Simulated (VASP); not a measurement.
# SiO2 (I4/mmm) in VASP: further runs, part 2 of 2

VASP 6.6.1. The steps go on from the part before.

## (4) Single point, r2SCAN

POSCAR reads:

```
SiO2
1.0
   -4.4720405200      4.4720405200      2.6117703500
    4.4720405200     -4.4720405200      2.6117703500
    4.4720405200      4.4720405200     -2.6117703500
Si O
4 8
Direct
    0.8231114200      0.8231114200      0.6462228400
    0.1768885800      0.8231114200      0.0000000000
    0.8231114200      0.1768885800      0.0000000000
    0.1768885800      0.1768885800      0.3537771600
    0.0000000000      0.7914513400      0.7914513400
    0.2085486600      0.0000000000      0.2085486600
    0.7914513400      0.0000000000      0.7914513400
    0.0000000000      0.2085486600      0.2085486600
    0.0000000000      0.0000000000      0.5000000000
    0.5000000000      0.0000000000      0.0000000000
    0.0000000000      0.5000000000      0.0000000000
    0.5000000000      0.5000000000      0.5000000000
```

INCAR.step1 reads:

```
SYSTEM = SiO2
  ALGO = Normal
  EDIFF = 1E-4
  ENCUT = 520
  GGA = PE
  ISMEAR = 0
  LASPH = .True.
  LCHARG = .False.
  LREAL = .False.
  LWAVE = .True.
  NBANDS = 44
  NELM = 100
  PREC = Accurate
  SIGMA = 0.01
```

INCAR.step2 reads:

```
SYSTEM = SiO2
  ALGO = Normal
  EDIFF = 1E-6
  ENCUT = 520
  ISIF = 2
  ISMEAR = 0
  ISTART = 1
  LASPH = .True.
  LCHARG = .False.
  LMIXTAU = .True.
  LREAL = .False.
  LWAVE = .False.
  METAGGA = R2SCAN
  NBANDS = 44
  NELM = 100
  PREC = Accurate
  SIGMA = 0.01
```

KPOINTS reads:

```
k-points
0
Gamma
  6 6 6
  0 0 0
```

Potentials or basis: VASP PAW PBE potentials, release 64 (Si, O).

The run is started by

```
cat potpaw_PBE.64/Si/POTCAR potpaw_PBE.64/O/POTCAR > POTCAR
cp INCAR.step1 INCAR
mpirun -np 1 vasp_std > vasp.out
cp INCAR.step2 INCAR
mpirun -np 1 vasp_std > vasp.out
```

It took 21 min on 1 thread of Intel Xeon Platinum 8375C at 2.90GHz (Ice Lake), shared host; peak memory 0.52 GiB.

It converged, with:

| Property | Result |
| --- | --- |
| Free energy | -119.0231 eV |
| Pressure | 0.2 GPa |
| Largest force | 0.007 eV/Å |
| Band gap on the k mesh | 6.07 eV (least direct gap 6.08 eV) |

Forces on the atoms (eV/Å):
```
Si  -0.005 -0.005  0.000
Si  -0.005  0.005  0.000
Si   0.005 -0.005  0.000
Si   0.005  0.005  0.000
O   -0.006  0.000  0.000
O    0.000  0.006  0.000
O    0.000 -0.006  0.000
O    0.006  0.000  0.000
O    0.000  0.000  0.000
O    0.000  0.000  0.000
O    0.000  0.000  0.000
O    0.000  0.000  0.000
```

Stress tensor (GPa, compression positive):
```
0.13 0.00 0.00
0.00 0.13 0.00
0.00 0.00 0.36
```

Levels at points of the mesh, in eV from the valence-band top:
```
           k point  band 29  band 30  band 31  band 32  band 33  band 34  band 35  band 36
(0.00, 0.00, 0.00)    -0.82    -0.67    -0.01    -0.01     6.07     8.98     9.57     9.87
(0.50, 0.00, 0.00)    -1.12    -0.78    -0.59    -0.25     8.27     8.43     9.31     9.94
(0.50, 0.50, 0.00)    -0.46    -0.38    -0.37    -0.24     7.19     7.62     9.55     9.86
(0.50, 0.50, 0.50)    -1.02    -0.17     0.00     0.00     8.11     8.46     8.46     8.65
```

Caveat: the PAW data sets were made with another functional, which shifts forces and pressure a little. A k mesh can miss the band edges.

## (5) Single point, r2SCAN

POSCAR is that of step 4.

INCAR.step1 reads:

```
PREC = Accurate
ENCUT = 520
ISMEAR = -1
SIGMA = 0.05
LREAL = False
LASPH = True
NELM = 80
NBANDS = 44
GGA = PE
ALGO = Normal
EDIFF = 1E-4
LWAVE = True
LCHARG = False
```

INCAR.step2 reads:

```
PREC = Accurate
ENCUT = 520
EDIFF = 1E-6
ISMEAR = -1
SIGMA = 0.05
LREAL = False
LASPH = True
NELM = 80
ALGO = Normal
ISIF = 2
LWAVE = False
LCHARG = True
METAGGA = R2SCAN
LMIXTAU = True
LELF = True
LVHAR = True
NBANDS = 44
ISTART = 1
```

KPOINTS reads:

```
Automatic mesh
0
Gamma
  6 6 6
```

The run is started by

```
cat potpaw_PBE.64/Si/POTCAR potpaw_PBE.64/O/POTCAR > POTCAR
cp INCAR.step1 INCAR
mpirun -np 1 vasp_std > vasp.out
cp INCAR.step2 INCAR
mpirun -np 1 vasp_std > vasp.out
```

Wall time 16 min (1 thread of Intel Xeon Platinum 8488C (Sapphire Rapids), shared host); peak memory 0.52 GiB.

Results (log left out):

```
Free energy            : -119.0231 eV
Pressure               : 0.2 GPa
Largest force          : 0.007 eV/Å
Band gap on the k mesh : 6.07 eV (least direct gap 6.08 eV)
```

Forces on the atoms (eV/Å):
```
Si  -0.005 -0.005  0.000
Si  -0.005  0.005  0.000
Si   0.005 -0.005  0.000
Si   0.005  0.005  0.000
O   -0.006  0.000  0.000
O    0.000  0.006  0.000
O    0.000 -0.006  0.000
O    0.006  0.000  0.000
O    0.000  0.000  0.000
O    0.000  0.000  0.000
O    0.000  0.000  0.000
O    0.000  0.000  0.000
```

Stress tensor (GPa, compression positive):
```
0.13 0.00 0.00
0.00 0.13 0.00
0.00 0.00 0.36
```

Levels at points of the mesh, in eV from the valence-band top:
| k point | band 29 | band 30 | band 31 | band 32 | band 33 | band 34 | band 35 | band 36 |
| --- | --- | --- | --- | --- | --- | --- | --- | --- |
| (0.00, 0.00, 0.00) | -0.82 | -0.67 | -0.01 | -0.01 | 6.07 | 8.98 | 9.57 | 9.87 |
| (0.50, 0.00, 0.00) | -1.12 | -0.78 | -0.59 | -0.25 | 8.27 | 8.43 | 9.31 | 9.94 |
| (0.50, 0.50, 0.00) | -0.46 | -0.38 | -0.37 | -0.24 | 7.19 | 7.62 | 9.55 | 9.86 |
| (0.50, 0.50, 0.50) | -1.02 | -0.17 | 0.00 | 0.00 | 8.11 | 8.46 | 8.46 | 8.65 |

Caveat: the PAW data sets were made with another functional, which shifts forces and pressure a little.

## (6) Single point, RPBE+D3(BJ)

This run uses another cell than the first one, of 17.68 Å³/atom.

INCAR reads:

```
PREC = Accurate
ENCUT = 600
EDIFF = 1E-6
ISMEAR = -1
SIGMA = 0.05
LREAL = False
LASPH = True
NELM = 120
ALGO = Normal
ISIF = 2
LWAVE = False
LCHARG = False
GGA = RP
IVDW = 12
NBANDS = 44
GGA_COMPAT = False
```

KPOINTS is that of step 5.

POSCAR reads:

```
SiO2
1.0
   -4.4879863482      4.4879863482      2.6328579151
    4.4879863482     -4.4879863482      2.6328579151
    4.4879863482      4.4879863482     -2.6328579151
Si O
4 8
Direct
    0.8230560687      0.8230560687      0.6461121374
    0.1769439313      0.8230560687      0.0000000000
    0.8230560687      0.1769439313      0.0000000000
    0.1769439313      0.1769439313      0.3538878626
    0.0000000000      0.7892049259      0.7892049259
    0.2107950741      0.0000000000      0.2107950741
    0.7892049259      0.0000000000      0.7892049259
    0.0000000000      0.2107950741      0.2107950741
    0.0000000000      0.0000000000      0.5000000000
    0.5000000000      0.0000000000      0.0000000000
    0.0000000000      0.5000000000      0.0000000000
    0.5000000000      0.5000000000      0.5000000000
```

Potentials or basis: VASP PAW PBE potentials, release 64 (Si, O).

The run is started by

```
cat potpaw_PBE.64/Si/POTCAR potpaw_PBE.64/O/POTCAR > POTCAR
mpirun -np 1 vasp_std > vasp.out
```

Run time: 6.2 min. Hardware: 1 thread of Oxide Virtual Turin-like, shared host; peak memory 0.51 GiB.

The run converged. Its results:

```yaml
Free_energy: -95.4410 eV
Pressure: -0.5 GPa
Largest_force: 0.036 eV/Å
Band_gap_on_the_k_mesh: 5.40 eV
Dispersion_energy_per_atom: -0.351 eV
```

Forces in eV/Å, atoms in the order of the input:
```
Si  -0.023 -0.023  0.000
Si  -0.023  0.023  0.000
Si   0.023 -0.023  0.000
Si   0.023  0.023  0.000
O    0.036  0.000  0.000
O    0.000 -0.036  0.000
O    0.000  0.036  0.000
O   -0.036  0.000  0.000
O    0.000  0.000  0.000
O    0.000  0.000  0.000
O    0.000  0.000  0.000
O    0.000  0.000  0.000
```

Levels at points of the mesh, in eV from the valence-band top:
```tsv
k point	band 30	band 31	band 32	band 33	band 34	band 35
(0.00, 0.00, 0.00)	-0.66	-0.02	0.00	5.40	8.28	8.58
(0.50, 0.00, 0.00)	-0.74	-0.57	-0.29	7.59	7.66	8.55
(0.50, 0.50, 0.00)	-0.42	-0.37	-0.24	6.56	6.90	8.61
(0.50, 0.50, 0.50)	-0.23	0.00	0.00	7.55	7.60	7.60
```

Caveat: the PAW data sets were made with another functional, which shifts forces and pressure a little. A k mesh can miss the band edges.

## (7) Overview

| level | potentials or basis | cell | k mesh | cutoff (eV) | smearing | gap on the mesh (eV) | pressure (GPa) | largest force (eV/Å) |
| --- | --- | --- | --- | --- | --- | --- | --- | --- |
| PBE | VASP PAW PBE potentials, release 64 (Si, O) | a = 6.842 Å, angles 98.4, 98.4, 135.1°, 12 atoms, atomic positions A | 8 × 8 × 8 | 600 | fermi-dirac 0.05 eV | 5.46 | 3.5 | 0.20 |
| LDA | VASP PAW LDA potentials, release 64 (Si, O) | a = 6.842 Å, angles 98.4, 98.4, 135.1°, 12 atoms, atomic positions A | 6 × 6 × 6 | 520 | gaussian 0.01 eV | 5.32 | -0.9 | 0.03 |
| r2SCAN | VASP PAW PBE potentials, release 64 (Si, O) | a = 6.842 Å, angles 98.4, 98.4, 135.1°, 12 atoms, atomic positions A | 6 × 6 × 6 | 520 | gaussian 0.01 eV | 6.07 | 0.2 | 0.01 |
| r2SCAN | VASP PAW PBE potentials, release 64 (Si, O) | a = 6.842 Å, angles 98.4, 98.4, 135.1°, 12 atoms, atomic positions A | 6 × 6 × 6 | 520 | fermi-dirac 0.05 eV | 6.07 | 0.2 | 0.01 |
| RPBE+D3(BJ) | VASP PAW PBE potentials, release 64 (Si, O) | a = 6.871 Å, angles 98.4, 98.4, 134.9°, 12 atoms, atomic positions B | 6 × 6 × 6 | 600 | fermi-dirac 0.05 eV | 5.40 | -0.5 | 0.04 |

Alike in all rows: task single point; no spin polarisation.

Caveats: the PAW data sets were made with another functional, which shifts forces and pressure a little (at least some runs); the cell stands under pressure (at least some runs).

Total energies depend on the potentials used, so only differences within one code and one set of settings carry meaning.
